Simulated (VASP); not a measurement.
# GaN (Fm-3m) in VASP: a series of runs, part 2 of 2

VASP 6.6.1. The steps go on from the part before.

## (3) Single point, LDA

This run uses another cell than the first one, of 9.93 Å³/atom, 1.085 times its volume.

Contents of INCAR:

```
SYSTEM = GaN
PREC     = Accurate       ! precision mode
ENCUT    = 910            ! plane-wave cutoff, eV
EDIFF    = 1E-6           ! SCF threshold, eV
ISMEAR   = -1             ! smearing method
SIGMA    = 0.05           ! smearing width, eV
LREAL    = .False.        ! projectors in reciprocal space
LASPH    = .True.         ! aspherical terms in the spheres
NELM     = 120            ! most SCF steps
ALGO     = Normal         ! electronic algorithm
ISIF     = 2              ! what is computed and relaxed
LWAVE    = .False.        ! write WAVECAR
LCHARG   = .False.        ! write CHGCAR
GGA      = CA             ! functional
NBANDS   = 16             ! bands
GGA_COMPAT= .False.
```

Contents of KPOINTS:

```
regular mesh
0
Gamma
  11 11 11
  0 0 0
```

Contents of POSCAR:

```
GaN
1.0
    0.0000000000      2.1493760412      2.1493760412
    2.1493760412      0.0000000000      2.1493760412
    2.1493760412      2.1493760412      0.0000000000
Ga N
1 1
Direct
    0.0000000000      0.0000000000      0.0000000000
    0.5000000000      0.5000000000      0.5000000000
```

Potentials or basis: VASP PAW LDA potentials, release 64 (Ga_d, N_h).

Started as:

```sh
cat potpaw_LDA.64/Ga_d/POTCAR potpaw_LDA.64/N_h/POTCAR > POTCAR
mpirun -np 1 vasp_std > vasp.out
```

OUTCAR:

```text
SYSTEM = GaN
   PREC = Accurate
   ENCUT = 910
   EDIFF = 1E-6
   ISMEAR = -1
   LREAL = .False.
   LASPH = .True.
   NELM = 120
   ISIF = 2
   GGA = CA

 ion  position               nearest neighbor table
   1  0.000  0.000  0.000-   2 2.15   2 2.15   2 2.15   2 2.15   2 2.15   2 2.15
   2  0.500  0.500  0.500-   1 2.15   1 2.15   1 2.15   1 2.15   1 2.15   1 2.15

  LATTYP: Found a face centered cubic cell.
 ALAT       =     4.2987520824

  Lattice vectors:

[... 192 lines left out ...]
      6      -6.6196      2.00000
[... 433 lines left out ...]
      3      -6.7457      2.00000
      4      -6.7333      2.00000
      5      -6.6246      2.00000
      6      -6.3893      2.00000
[... 8 lines left out ...]
     15      24.8587      0.00000
     16      27.1675      0.00000

 [... further k-points ...]
[... 5 lines left out ...]
  --------------------------------------------------------------------------------------
  -------------------------------------------------------------------------------------
  Total       -2.0251228     -2.0251228     -2.0251228     -0.0000000      0.0000000     -0.0000000
  in kB     -163.3784378   -163.3784378   -163.3784378     -0.0000000      0.0000000     -0.0000000
  external PRESSURE =    -163.3784378 kB  Pullay stress =       0.0000000 kB

 VOLUME and BASIS-vectors are now :
 -----------------------------------------------------------------------------
  energy-cutoff  :      910.00
  volume of cell :       19.86
      direct lattice vectors                 reciprocal lattice vectors
     0.000000000  2.149376041  2.149376041    -0.232625651  0.232625651  0.232625651
     2.149376041  0.000000000  2.149376041     0.232625651 -0.232625651  0.232625651
     2.149376041  2.149376041  0.000000000     0.232625651  0.232625651 -0.232625651

 POSITION                                       TOTAL-FORCE (eV/Angst)
 -----------------------------------------------------------------------------------
      0.00000      0.00000      0.00000        -0.000000      0.000000      0.000000
      2.14938      2.14938      2.14938         0.000000     -0.000000     -0.000000
 -----------------------------------------------------------------------------------
    total drift:                               -0.000000      0.000000      0.000000

  FREE ENERGIE OF THE ION-ELECTRON SYSTEM (eV)
  ---------------------------------------------------
  free  energy   TOTEN  =       -13.0059168443 eV

  energy  without entropy=      -13.0053511111  energy(sigma->0) =      -13.00563398
```

OSZICAR:

```text
N       E                     dE             d eps       ncg     rms          rms(c)
DAV:   1     0.105517359488E+03    0.10552E+03   -0.12581E+04  2080   0.290E+03
DAV:   2    -0.534877245051E+01   -0.11087E+03   -0.10094E+03  2128   0.423E+02
DAV:   3    -0.146097555966E+02   -0.92610E+01   -0.91687E+01  2088   0.878E+01
DAV:   4    -0.147315489886E+02   -0.12179E+00   -0.12176E+00  2256   0.104E+01
DAV:   5    -0.147328650577E+02   -0.13161E-02   -0.13161E-02  2112   0.100E+00    0.697E+00
DAV:   6    -0.130654907591E+02    0.16674E+01   -0.44808E+00  2624   0.386E+01    0.193E+00
DAV:   7    -0.130312144303E+02    0.34276E-01   -0.17883E-01  2128   0.514E+00    0.115E+00
DAV:   8    -0.130076704584E+02    0.23544E-01   -0.53519E-02  2120   0.231E+00    0.334E-01
DAV:   9    -0.130059378801E+02    0.17326E-02   -0.54587E-03  1984   0.122E+00    0.619E-02
DAV:  10    -0.130059188541E+02    0.19026E-04   -0.43471E-04  2304   0.237E-01    0.133E-02
DAV:  11    -0.130059169964E+02    0.18577E-05   -0.17247E-05  2112   0.525E-02    0.285E-03
DAV:  12    -0.130059168443E+02    0.15212E-06   -0.75260E-07  1472   0.171E-02
   1 F= -.13005917E+02 E0= -.13005634E+02  d E =-.565733E-03
```

stdout:

```text
POSCAR found type information on POSCAR GaN
 POSCAR found :  2 types and       2 ions
 scaLAPACK will be used
 LDA part: xc-table for (Slater(with rela. corr.)+CA(PZ))
 , standard interpolation
 POSCAR, INCAR and KPOINTS ok, starting setup
 FFT: planning ... GRIDC
 FFT: planning ... GRID_SOFT
 FFT: planning ... GRID
 WAVECAR not read
 entering main loop
```

Wall time 32 s (1 thread of Intel Xeon Platinum 8259CL at 2.50GHz (Skylake/Cascade Lake), shared host); peak memory 0.18 GiB.

Results:

```
Free energy            : -13.0059 eV
Pressure               : -16.3 GPa
Band gap on the k mesh : 0.25 eV, indirect (least direct gap 2.21 eV)
```

Caveat: the cutoff is under 1.25 times the usual one of these potentials, so pressure, stress and relaxed cells hold a basis-set (Pulay) error. A k mesh can miss the band edges.

## (4) Single point, LDA

This run uses another cell than the first one, of 9.74 Å³/atom, 1.064 times its volume.

Contents of INCAR:

```
SYSTEM = GaN
  PREC = Accurate
  ENCUT = 910
  EDIFF = 1E-6
  ISMEAR = -1
  SIGMA = 0.05
  LREAL = .FALSE.
  LASPH = .TRUE.
  NELM = 120
  ALGO = Normal
  ISIF = 2
  LWAVE = .FALSE.
  LCHARG = .FALSE.
  GGA = CA
  NBANDS = 16
  GGA_COMPAT = .FALSE.
```

Contents of KPOINTS:

```
Automatic mesh
0
G
  11 11 11
  0 0 0
```

Contents of POSCAR:

```
GaN
1.0
    0.0000000000      2.1352350000      2.1352350000
    2.1352350000      0.0000000000      2.1352350000
    2.1352350000      2.1352350000      0.0000000000
Ga N
1 1
Direct
    0.0000000000      0.0000000000      0.0000000000
    0.5000000000      0.5000000000      0.5000000000
```

Started as:

```sh
cat potpaw_LDA.64/Ga_d/POTCAR potpaw_LDA.64/N_h/POTCAR > POTCAR
mpirun -np 1 vasp_std > vasp.out
```

Wall time 18 s (1 thread of Intel Xeon 6975P-C (Granite Rapids), shared host); peak memory 0.18 GiB.

Results (log left out):

```yaml
Free_energy: -13.0406 eV
Pressure: -12.8 GPa
Band_gap_on_the_k_mesh: 0.37 eV, indirect (least direct gap 2.45 eV)
```

Levels at points of the mesh, in eV from the valence-band top:
| k point | band 7 | band 8 | band 9 | band 10 | band 11 | band 12 |
| --- | --- | --- | --- | --- | --- | --- |
| (0.00, 0.00, 0.00) | -0.50 | -0.50 | -0.50 | 1.95 | 14.47 | 14.47 |

Caveat: the cutoff is under 1.25 times the usual one of these potentials, so pressure, stress and relaxed cells hold a basis-set (Pulay) error. A k mesh can miss the band edges.

## (5) Single point, LDA

This run uses another cell than the first one, of 9.74 Å³/atom, 1.064 times its volume.

Contents of INCAR:

```
  ALGO = Normal
  EDIFF = 1E-6
  ENCUT = 910
  GGA_COMPAT = False
  ISIF = 2
  ISMEAR = -1
  LASPH = True
  LCHARG = False
  LREAL = False
  LWAVE = False
  NBANDS = 16
  NELM = 120
  PREC = Accurate
  SIGMA = 0.05
```

Contents of KPOINTS:

```
k-points
0
Gamma
  11 11 11
```

POSCAR is that of step 4.

Started as:

```sh
cat potpaw_LDA.64/Ga_d/POTCAR potpaw_LDA.64/N_h/POTCAR > POTCAR
mpirun -np 1 vasp_std > vasp.out
```

Run time: 34 s. Hardware: 1 thread of Intel Xeon 6975P-C (Granite Rapids), shared host; peak memory 0.17 GiB.

The run converged. Its results:

| Item | Value |
| --- | --- |
| Free energy | -13.0406 eV |
| Pressure | -12.8 GPa |
| Band gap on the k mesh | 0.37 eV, indirect (least direct gap 2.45 eV) |

Levels at points of the mesh, in eV from the valence-band top:
| k point | band 5 | band 6 | band 7 | band 8 | band 9 | band 10 | band 11 | band 12 | band 13 | band 14 |
| --- | --- | --- | --- | --- | --- | --- | --- | --- | --- | --- |
| (0.00, 0.00, 0.00) | -14.02 | -14.02 | -0.50 | -0.50 | -0.50 | 1.95 | 14.47 | 14.47 | 14.47 | 15.08 |

Caveat: the cutoff is under 1.25 times the usual one of these potentials, so pressure, stress and relaxed cells hold a basis-set (Pulay) error.

## (6) Summary

```tsv
cell	gap on the mesh (eV)	pressure (GPa)
a = 2.958 Å, angles 60.0°, 2 atoms	0.75	0.8
a = 3.040 Å, angles 60.0°, 2 atoms	0.25	-16.3
a = 3.020 Å, angles 60.0°, 2 atoms	0.37	-12.8
```

Alike in all rows: task single point; level LDA; potentials or basis VASP PAW LDA potentials, release 64 (Ga_d, N_h); no spin polarisation; k mesh 11 × 11 × 11; cutoff (eV) 910; smearing fermi-dirac 0.05 eV.

Caveats: the cutoff is under 1.25 times the usual one of these potentials, so pressure, stress and relaxed cells hold a basis-set (Pulay) error.

Total energies depend on the potentials used, so only differences within one code and one set of settings carry meaning.
